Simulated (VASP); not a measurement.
# AlIn (P6/mmm) in VASP: notebook

AlIn is run at these levels: PBE; tasks: single point.

Everything below comes from runs of VASP 6.6.1. Logs are shortened: lines on timing, memory, paths and dates and some standing lists are left out, and cuts for length are marked.

### 1 The cell of the first run

The structure is hexagonal, space group P6/mmm (No. 191). Conventional cell: a = 3.054 Å, b = 3.054 Å, c = 5.945 Å, α = 90.00°, β = 90.00°, γ = 120.00°. Al (site symmetry 6/mmm) has 2 In at 2.97 Å and 6 Al at 3.05 Å within 3.9 Å. In (site symmetry 6/mmm) has 2 Al at 2.97 Å and 6 In at 3.05 Å within 3.9 Å.

### 2 Single point, PBE

Contents of INCAR:

```
ALGO = Fast ; EDIFF = 1E-6
ENCUT = 520 ; GGA = PE
ISIF = 2 ; ISMEAR = -1
LASPH = True ; LCHARG = False
LREAL = False ; LWAVE = False
NBANDS = 15 ; NELM = 80
PREC = Accurate ; SIGMA = 0.05
```

Contents of KPOINTS:

```
k-points
0
Gamma
  8 8 4
```

Contents of POSCAR:

```
AlIn
1.0
    3.0541300000      0.0000000000      0.0000000000
   -1.5270700000      2.6449600000      0.0000000000
    0.0000000000      0.0000000000      5.9445804000
Al In
1 1
Direct
    0.0000000000      0.0000000000      0.0000000000
    0.0000000000      0.0000000000      0.5000000000
```

Potentials or basis: VASP PAW PBE potentials, release 64 (Al, In_d).

On the command line:

```
> cat potpaw_PBE.64/Al/POTCAR potpaw_PBE.64/In_d/POTCAR > POTCAR
> mpirun -np 1 vasp_std > vasp.out
```

OUTCAR:

```text
EDIFF = 1E-6
   ENCUT = 520
   GGA = PE
   ISIF = 2
   ISMEAR = -1
   LASPH = True
   LREAL = False
   NELM = 80
   PREC = Accurate

 ion  position               nearest neighbor table
   1  0.000  0.000  0.000-   2 2.97   2 2.97
   2  0.000  0.000  0.500-   1 2.97   1 2.97

  LATTYP: Found a hexagonal cell.
 ALAT       =     3.0541300000
 C/A-ratio  =     1.9464071274

  Lattice vectors:

 A1 = (   3.0541300000,   0.0000000000,   0.0000000000)
 A2 = (  -1.5270700000,   2.6449600000,   0.0000000000)
 A3 = (   0.0000000000,   0.0000000000,   5.9445804000)

Analysis of symmetry for initial positions (statically):
=====================================================================
 Subroutine PRICEL returns:
 Original cell was already a primitive cell.

 Routine SETGRP: Setting up the symmetry group for a
 hexagonal supercell.

 Subroutine GETGRP returns: Found 24 space group operations
 (whereof 24 operations were pure point group operations)
 out of a pool of 24 trial point group operations.

The static configuration has the point symmetry D_6h.

Analysis of symmetry for dynamics (positions and initial velocities):
=====================================================================
 Subroutine PRICEL returns:
 Original cell was already a primitive cell.

 Routine SETGRP: Setting up the symmetry group for a
 hexagonal supercell.

 Subroutine GETGRP returns: Found 24 space group operations
 (whereof 24 operations were pure point group operations)
 out of a pool of 24 trial point group operations.

The dynamic configuration has the point symmetry D_6h.

 Subroutine INISYM returns: Found 24 space group operations
 (whereof 24 operations are pure point group operations),
 and found     1 'primitive' translations

----------------------------------------------------------------------------------------

                                     Primitive cell

  volume of cell :      48.0206

  direct lattice vectors                    reciprocal lattice vectors
     3.054130000  0.000000000  0.000000000     0.327425486  0.189039395  0.000000000
    -1.527070000  2.644960000  0.000000000     0.000000000  0.378077551  0.000000000
     0.000000000  0.000000000  5.944580400     0.000000000  0.000000000  0.168220452

  length of vectors
     3.054130000  3.054137552  5.944580400     0.378078486  0.378077551  0.168220452

  position of ions in fractional coordinates (direct lattice)
     0.000000000  0.000000000  0.000000000
     0.000000000  0.000000000  0.500000000

  ion indices of the primitive-cell ions
   primitive index   ion index
                 1           1
                 2           2

----------------------------------------------------------------------------------------

 KPOINTS: k-points

Automatic generation of k-mesh.
 Grid dimensions read from file:
 generate k-points for:    8    8    4

 Generating k-lattice:

  Cartesian coordinates                     Fractional coordinates (reciprocal lattice)
     0.040928186  0.023629924  0.000000000     0.125000000  0.000000000  0.000000000
     0.000000000  0.047259694  0.000000000     0.000000000  0.125000000  0.000000000
     0.000000000  0.000000000  0.042055113     0.000000000  0.000000000  0.250000000

  Length of vectors
     0.047259811  0.047259694  0.042055113

  Shift w.r.t. Gamma in fractional coordinates (k-lattice)
     0.000000000  0.000000000  0.000000000

 Subroutine IBZKPT returns following result:
 ===========================================

 Found     30 irreducible k-points:

 Following reciprocal coordinates:
            Coordinates               Weight
  0.000000  0.000000  0.000000      1.000000
  0.125000  0.000000  0.000000      6.000000
  0.250000  0.000000  0.000000      6.000000
  0.375000 -0.000000  0.000000      6.000000
  0.500000  0.000000  0.000000      3.000000
  0.125000  0.125000  0.000000      6.000000
[... 16 lines left out ...]
  0.250000  0.000000  0.500000      6.000000
  0.375000 -0.000000  0.500000      6.000000
 [... further k-points ...]
   k-points           NKPTS =     30   k-points in BZ     NKDIM =     30   number of bands    NBANDS=     15
   number of dos      NEDOS =    301   number of ions     NIONS =      2
   total plane-waves  NPLWV =  27648
   dimension x,y,z NGX =    24 NGY =   24 NGZ =   48
   dimension x,y,z NGXF=    48 NGYF=   48 NGZF=   96
   ions per type =               1   1
   NGX,Y,Z   is equivalent  to a cutoff of  13.06, 13.06, 13.42 a.u.
   NGXF,Y,Z  is equivalent  to a cutoff of  26.13, 26.13, 26.85 a.u.
 SYSTEM =  unknown system
   PREC   = accura    normal or accurate (medium, high low for compatibility)
   ISTART =      0    job   : 0-new  1-cont  2-samecut
   ICHARG =      2    charge: 1-file 2-atom 10-const
   ISPIN  =      1    spin polarized calculation?
   LNONCOLLINEAR =      F non collinear calculations
   LSORBIT =      F    spin-orbit coupling
   LASPH  =      T    aspherical Exc in radial PAW
   ENCUT  =  520.0 eV  38.22 Ry    6.18 a.u.   5.68  5.68 11.05*2*pi/ulx,y,z
   NELM   =     80;   NELMIN=  2; NELMDL= -5     # of ELM steps
   EDIFF  = 0.1E-05   stopping-criterion for ELM
   LREAL  =      F    real-space projection
[... 7 lines left out ...]
   TEBEG  =    0.0;   TEEND  =   0.0 temperature during run
   PSTRESS=    0.0 pullay stress
   NELECT =      16.0000    total number of electrons
   NUPDOWN=      -1.0000    fix difference up-down
   EMIN   =  10.00;   EMAX   =-10.00  energy-range for DOS
   EFERMI =   0.00;   METHOD = LEGACY
   ISMEAR =    -1;   SIGMA  =   0.05  broadening in eV -4-tet -1-fermi 0-gaus
   EFERMI_NEDOS =   21; number of points for ismear=-14 and -15
   IALGO  =     68    algorithm
   IMIX   =      4    mixing-type and parameters
     AMIX     =   0.40;   BMIX     =  1.00
     AMIX_MAG =   1.60;   BMIX_MAG =  1.00
  volume/ion in A,a.u.               =      24.01       162.03
  Fermi-wavevector in a.u.,A,eV,Ry     =   1.134938  2.144722 17.525457  1.288085
  Thomas-Fermi vector in A             =   2.271643
   LORBIT       =      0    0 simple, 1 ext, 2 COOP (PROOUT), +10 PAW based schemes
   GGA     = PE    functional components
   LHFCALC =     F    Hartree Fock is set to
   AEXX    =    0.0000 exact exchange contribution
   IVDW    =     0    specifies the selected vdW correction
   LEPSILON=     F    determine dielectric tensor
   LRPA    =     F    only Hartree local field effects (RPA)
 non-spin polarized calculation
 RMM-DIIS sequential band-by-band and
  energy-cutoff  :      520.00
  volume of cell :       48.02
 maximum number of plane-waves:      1319
 NGX is ok and might be reduce to    24
   NGX = 11   NGY = 11   NGZ = 23

 number of electron      16.0000002 magnetization

 Free energy of the ion-electron system (eV)
  ---------------------------------------------------
  ext. energy  EPLUGINS =         0.00000000
  ---------------------------------------------------
  free energy    TOTEN  =        -5.76942048 eV

  energy without entropy =       -5.74756480  energy(sigma->0) =       -5.75849264

 E-fermi :   6.4479     XC(G=0):  -9.7423

 val. band max:        6.4295973163   @ k =   0.3750   0.1250   0.2500
 cond. band min:       6.4598971252   @ k =   0.2500   0.1250   0.2500
 fundamental gap:      0.0302998089
 Fermi energy:         6.4479405074

 k-point     1 :       0.0000    0.0000    0.0000
  band No.  band energies     occupation
      1      -8.4861      2.00000
      2      -8.3317      2.00000
      3      -8.3317      2.00000
      4      -7.9523      2.00000
      5      -7.9522      2.00000
      6      -3.0863      2.00000
      7       0.6779      2.00000
      8       2.5220      2.00000
      9      13.3484      0.00000
     10      15.2423      0.00000
     11      16.5928      0.00000
     12      16.5928      0.00000
     13      18.2971      0.00000
     14      18.2971      0.00000
     15      19.3717      0.00000

 k-point     2 :       0.1250    0.0000    0.0000
  band No.  band energies     occupation
      1      -8.4420      2.00000
      2      -8.3393      2.00000
      3      -8.2534      2.00000
      4      -8.0079      2.00000
      5      -7.9634      2.00000
      6      -2.7401      2.00000
      7       0.9972      2.00000
      8       2.8787      2.00000
      9      13.2907      0.00000
     10      13.7131      0.00000
     11      15.1940      0.00000
     12      15.6644      0.00000
     13      17.1664      0.00000
     14      17.5903      0.00000
     15      18.6409      0.00000

 k-point     3 :       0.2500    0.0000    0.0000
  band No.  band energies     occupation
      1      -8.4952      2.00000
      2      -8.2079      2.00000
      3      -8.1368      2.00000
      4      -8.0593      2.00000
      5      -7.9904      2.00000
      6      -1.6805      2.00000
      7       1.9711      2.00000
      8       3.9047      2.00000
      9       9.3989      0.00000
     10      12.9069      0.00000
     11      13.6890      0.00000
     12      14.7694      0.00000
     13      14.8535      0.00000
     14      15.2004      0.00000
     15      16.9730      0.00000

 k-point     4 :       0.3750   -0.0000    0.0000
  band No.  band energies     occupation
      1      -8.5872      2.00000
      2      -8.2589      2.00000
      3      -8.0506      2.00000
      4      -8.0173      2.00000
      5      -7.8575      2.00000
      6       0.1112      2.00000
      7       3.6302      2.00000
      8       5.4475      2.00000
      9       5.7801      2.00000
     10       9.1563      0.00000
     11      11.6149      0.00000
     12      12.7013      0.00000
     13      14.5603      0.00000
     14      15.7111      0.00000
     15      16.3431      0.00000
[... 307 lines left out ...]
 k-point    22 :       0.1250    0.0000    0.5000
  band No.  band energies     occupation
      1      -8.4377      2.00000
      2      -8.3381      2.00000
      3      -8.2534      2.00000
      4      -8.0086      2.00000
      5      -7.9635      2.00000
      6      -2.0339      2.00000
      7      -1.1319      2.00000
      8       7.2594      0.00000
      9       7.6756      0.00000
     10      14.0317      0.00000
     11      15.3836      0.00000
     12      15.6676      0.00000
     13      17.2278      0.00000
     14      17.2831      0.00000
     15      18.8268      0.00000

 k-point    23 :       0.2500    0.0000    0.5000
  band No.  band energies     occupation
      1      -8.4944      2.00000
      2      -8.2030      2.00000
      3      -8.1383      2.00000
      4      -8.0593      2.00000
      5      -7.9905      2.00000
      6      -0.9643      2.00000
      7      -0.1257      2.00000
      8       8.1371      0.00000
      9       8.4527      0.00000
     10      10.4658      0.00000
     11      11.0688      0.00000
     12      14.2832      0.00000
     13      15.4147      0.00000
     14      15.8234      0.00000
     15      17.5651      0.00000

 k-point    24 :       0.3750   -0.0000    0.5000
  band No.  band energies     occupation
      1      -8.5869      2.00000
      2      -8.2605      2.00000
      3      -8.0455      2.00000
      4      -8.0174      2.00000
      5      -7.8575      2.00000
      6       0.8838      2.00000
      7       1.5058      2.00000
      8       6.5597      0.19330
      9       6.8465      0.00069
     10      10.1568      0.00000
     11      10.3142      0.00000
     12      13.4445      0.00000
     13      14.1002      0.00000
     14      14.9164      0.00000
     15      14.9362      0.00000

 [... further k-points ...]

------------------------ aborting loop because EDIFF is reached ----------------------------------------

  FORCE on cell =-STRESS in cart. coord.  units (eV):
  Direction    XX          YY          ZZ          XY          YZ          ZX
  --------------------------------------------------------------------------------------
  -------------------------------------------------------------------------------------
  Total       -0.1279276     -0.1279282     -0.2913421      0.0000002      0.0000000      0.0000000
  in kB       -4.2682233     -4.2682422     -9.7204425      0.0000081      0.0000000      0.0000000
  external PRESSURE =      -6.0856360 kB  Pullay stress =       0.0000000 kB

 VOLUME and BASIS-vectors are now :
 -----------------------------------------------------------------------------
  energy-cutoff  :      520.00
  volume of cell :       48.02
      direct lattice vectors                 reciprocal lattice vectors
     3.054130000  0.000000000  0.000000000     0.327425486  0.189039395  0.000000000
    -1.527070000  2.644960000  0.000000000     0.000000000  0.378077551  0.000000000
     0.000000000  0.000000000  5.944580400     0.000000000  0.000000000  0.168220452

 POSITION                                       TOTAL-FORCE (eV/Angst)
 -----------------------------------------------------------------------------------
      0.00000      0.00000      0.00000        -0.000000      0.000000      0.000000
      0.00000      0.00000      2.97229         0.000000      0.000000      0.000000
 -----------------------------------------------------------------------------------
    total drift:                                0.000000     -0.000000      0.000000

  FREE ENERGIE OF THE ION-ELECTRON SYSTEM (eV)
  ---------------------------------------------------
  free  energy   TOTEN  =        -5.7694204752 eV

  energy  without entropy=       -5.7475648031  energy(sigma->0) =       -5.75849264
```

Run time: 8.8 s. Hardware: 1 thread of Intel Xeon 6975P-C (Granite Rapids), shared host; peak memory 0.17 GiB.

Results:

| Property | Result |
| --- | --- |
| Free energy | -5.7694 eV |
| Pressure | -0.6 GPa |
| Band gap on the k mesh | zero (band 8 reaches 8.14 eV, above the bottom of band 9 at 4.18 eV) |

Caveat: spin-orbit coupling is left out, which moves the levels of the heavy elements.

### 3 Single point, PBE

This run uses another cell than the first one, of 24.48 Å³/atom, 1.020 times its volume.

Contents of INCAR:

```
SYSTEM = AlIn
PREC = Accurate
ENCUT = 520
EDIFF = 1E-6
ISMEAR = -1
SIGMA = 0.05
LREAL = .False.
LASPH = .True.
NELM = 60
ALGO = Normal
ISIF = 2
LWAVE = .False.
LCHARG = .True.
GGA = PE
LELF = .True.
LVHAR = .True.
NBANDS = 15
```

Contents of KPOINTS:

```
Automatic mesh
0
Gamma
  8 8 4
  0 0 0
```

POSCAR: that of step 2 with these lines changed.

```diff
@@ -4,3 +4,3 @@
    -1.5270700000      2.6449600000      0.0000000000
-    0.0000000000      0.0000000000      5.9445804000
+    0.0000000000      0.0000000000      6.0611408000
 Al In
```

Potentials or basis: VASP PAW PBE potentials, release 64 (Al, In_d).

On the command line:

```
> cat potpaw_PBE.64/Al/POTCAR potpaw_PBE.64/In_d/POTCAR > POTCAR
> mpirun -np 1 vasp_std > vasp.out
```

OUTCAR:

```text
SYSTEM = AlIn
   PREC = Accurate
   ENCUT = 520
   EDIFF = 1E-6
   ISMEAR = -1
   LREAL = .False.
   LASPH = .True.
   NELM = 60
   ISIF = 2
   GGA = PE

 ion  position               nearest neighbor table
   1  0.000  0.000  0.000-   2 3.03   2 3.03
   2  0.000  0.000  0.500-   1 3.03   1 3.03

  LATTYP: Found a hexagonal cell.
 ALAT       =     3.0541300000
 C/A-ratio  =     1.9845719730

  Lattice vectors:

 A1 = (   3.0541300000,   0.0000000000,   0.0000000000)
[... 617 lines left out ...]

------------------------ aborting loop because EDIFF is reached ----------------------------------------

  FORCE on cell =-STRESS in cart. coord.  units (eV):
  Direction    XX          YY          ZZ          XY          YZ          ZX
  --------------------------------------------------------------------------------------
  -------------------------------------------------------------------------------------
  Total       -0.3688938     -0.3688954     -0.6035957      0.0000007      0.0000000     -0.0000000
  in kB      -12.0712142    -12.0712675    -19.7513003      0.0000228      0.0000000     -0.0000000
  external PRESSURE =     -14.6312607 kB  Pullay stress =       0.0000000 kB

 VOLUME and BASIS-vectors are now :
 -----------------------------------------------------------------------------
  energy-cutoff  :      520.00
  volume of cell :       48.96
      direct lattice vectors                 reciprocal lattice vectors
     3.054130000  0.000000000  0.000000000     0.327425486  0.189039395  0.000000000
    -1.527070000  2.644960000  0.000000000     0.000000000  0.378077551  0.000000000
     0.000000000  0.000000000  6.061140800     0.000000000  0.000000000  0.164985443

 POSITION                                       TOTAL-FORCE (eV/Angst)
 -----------------------------------------------------------------------------------
      0.00000      0.00000      0.00000         0.000000      0.000000      0.000000
      0.00000      0.00000      3.03057         0.000000      0.000000      0.000000
 -----------------------------------------------------------------------------------
    total drift:                                0.000000     -0.000000      0.000000

  FREE ENERGIE OF THE ION-ELECTRON SYSTEM (eV)
  ---------------------------------------------------
  free  energy   TOTEN  =        -5.7608419547 eV

  energy  without entropy=       -5.7429511707  energy(sigma->0) =       -5.75189656
```

stdout:

```text
POSCAR found type information on POSCAR AlIn
 POSCAR found :  2 types and       2 ions
 scaLAPACK will be used
 LDA part: xc-table for (Slater+PW92), standard interpolation
 POSCAR, INCAR and KPOINTS ok, starting setup
 FFT: planning ... GRIDC
 FFT: planning ... GRID_SOFT
 FFT: planning ... GRID
 WAVECAR not read
 entering main loop
```

It took 7.2 s on 1 thread of Intel Xeon 6975P-C (Granite Rapids), shared host; peak memory 0.17 GiB.

Results:

```yaml
Free_energy: -5.7608 eV
Pressure: -1.5 GPa
Band_gap_on_the_k_mesh: zero (band 8 reaches 7.90 eV, above the bottom of band 9 at 4.01 eV)
```

Levels at points of the mesh, in eV from the Fermi level:
```tsv
k point	band 5	band 6	band 7	band 8	band 9	band 10	band 11	band 12
(0.00, 0.00, 0.00)	-14.40	-9.43	-5.92	-3.87	6.38	8.41	10.23	10.23
(0.50, 0.00, 0.00)	-14.22	-4.02	-3.40	-0.83	-0.28	0.28	3.39	6.00
(0.00, 0.00, 0.50)	-14.40	-8.77	-7.87	0.24	0.70	10.72	10.72	11.91
(0.50, 0.00, 0.50)	-14.22	-3.11	-2.99	-2.63	-2.25	4.83	5.15	5.98
```

Caveat: spin-orbit coupling is left out, which moves the levels of the heavy elements.

### 4 Single point, PBE (volume scaled by 0.94)

Contents of INCAR:

```
SYSTEM = AlIn
PREC     = Accurate       ! precision mode
ENCUT    = 520            ! plane-wave cutoff, eV
EDIFF    = 1E-6           ! SCF threshold, eV
ISMEAR   = -1             ! smearing method
SIGMA    = 0.05           ! smearing width, eV
LREAL    = .FALSE.        ! projectors in reciprocal space
LASPH    = .TRUE.         ! aspherical terms in the spheres
NELM     = 80             ! most SCF steps
ALGO     = Normal         ! electronic algorithm
ISIF     = 2              ! what is computed and relaxed
LWAVE    = .FALSE.        ! write WAVECAR
LCHARG   = .TRUE.         ! write CHGCAR
GGA      = PE             ! functional
LELF     = .TRUE.         ! ELF
LVHAR    = .TRUE.       
NBANDS   = 15             ! bands
```

Contents of KPOINTS:

```
regular mesh
0
G
  10 10 5
  0 0 0
```

Contents of POSCAR:

```
AlIn
1.0
    2.9917833222      0.0000000000      0.0000000000
   -1.4958965590      2.5909660741      0.0000000000
    0.0000000000      0.0000000000      5.7090474333
Al In
1 1
Direct
    0.0000000000      0.0000000000      0.0000000000
    0.0000000000      0.0000000000      0.5000000000
```

On the command line:

```
> cat potpaw_PBE.64/Al/POTCAR potpaw_PBE.64/In_d/POTCAR > POTCAR
> mpirun -np 1 vasp_std > vasp.out
```

Run time: 36 s. Hardware: 1 thread of AMD EPYC 7R13, shared host; peak memory 0.14 GiB.

It converged, with:

```yaml
Free_energy: -5.7506 eV
Pressure: 3.3 GPa
Band_gap_on_the_k_mesh: zero (band 8 reaches 8.92 eV, above the bottom of band 9 at 5.14 eV)
```

Stress tensor (GPa, compression positive):
```
3.63 0.00 0.00
0.00 3.63 0.00
0.00 0.00 2.54
```

Levels at points of the mesh, in eV from the Fermi level:
```tsv
k point	band 6	band 7	band 8	band 9	band 10	band 11
(0.00, 0.00, 0.00)	-9.96	-5.61	-4.16	7.88	9.59	10.75
(0.50, 0.00, 0.00)	-4.18	-3.73	-0.55	0.19	0.45	3.49
```

Caveat: the cell differs from its parent crystal (volume scaled by 0.94); spin-orbit coupling is left out, which moves the levels of the heavy elements.

[end of part 1 of 2]
